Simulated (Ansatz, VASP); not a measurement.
**CdF2: VASP beside Ansatz**

```
Cd F
1.0
     0.00000    2.73441    2.61318
     2.73441    0.00000    2.61318
     2.73441    2.73441    0.00000
Cd F
1 2
Direct
  0.00000 0.00000 0.00000
  0.25000 0.25000 0.25000
  0.75000 0.75000 0.75000
```

Change from the starting cell: strain +0.015 along x and y, -0.030 along z, atoms carried along.

Alike in both runs: task single point; functional PBE; k mesh 8 × 8 × 8; occupations gaussian, width 0.05 eV; no spin polarisation.

|  | VASP | Ansatz |
| --- | --- | --- |
| version | VASP 6.6.1 | Ansatz 0.2.0 |
| potentials or method | VASP PAW PBE potentials, release 64 (Cd, F), cutoff 520 eV | scalar-relativistic, plane waves, PAW |
| valence electrons in the cell | 26 | 34 |

Ansatz gave:

```
gap on the k mesh at the Fermi level (eV)                     : 3.04
least direct gap on the mesh (eV)                             : 3.54
pressure (GPa)                                                : 5.5
traceless stress, the component that is largest in VASP (GPa) : 3.36
```

Question: Which values does VASP return?

Answer: gap on the k mesh at the Fermi level (eV): 3.00; least direct gap on the mesh (eV): 3.51; pressure (GPa): 6.3; traceless stress, the component that is largest in VASP (GPa): 3.31.

VASP's potentials hold 26 valence electrons a cell and Ansatz's 34, so a difference there can come from the potentials and not from the codes.
